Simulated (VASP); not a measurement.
Sr:

```
Sr
1.0
    -2.43500    2.43500    2.43500
     2.43500   -2.43500    2.43500
     2.43500    2.43500   -2.43500
Sr
1
Direct
  0.00000 0.00000 0.00000
```

| Quantity | Value |
| --- | --- |
| Program | VASP 6.6.1 |
| Task | relaxation of cell and atoms |
| Functional | PBE |
| Potentials or basis | VASP PAW PBE potentials, release 64 (Sr_sv) |
| Cutoff | 600 eV |
| k mesh | 12 × 12 × 12 |
| Occupations | gaussian, width 0.1 eV |
| Spin | no spin polarisation |

At the start: pressure -0.7 GPa; volume 57.75 Å³/atom.

How do energy, volume and symmetry change on relaxing?

Over 4 steps the energy falls by 9.2 meV/atom and the volume is 53.82 Å³/atom (-6.8 %); space group Im-3m (No. 229, to 0.05 Å).

The path:
```tsv
step	energy change (eV)	largest force (eV/Å)	pressure (GPa)	volume (Å³)
1	0.0000	0.0000	-0.72	57.75
2	-0.0072	0.0000	-0.37	55.61
3	-0.0091	0.0000	0.08	53.43
4	-0.0092	0.0000	0.00	53.82
```

Final structure:
```yaml
crystal:
  lattice:
    - [-2.37850, 2.37850, 2.37850]
    - [2.37850, -2.37850, 2.37850]
    - [2.37850, 2.37850, -2.37850]
  atoms:
    - { symbol: Sr, position: [0.00000, 0.00000, 0.00000] }
```
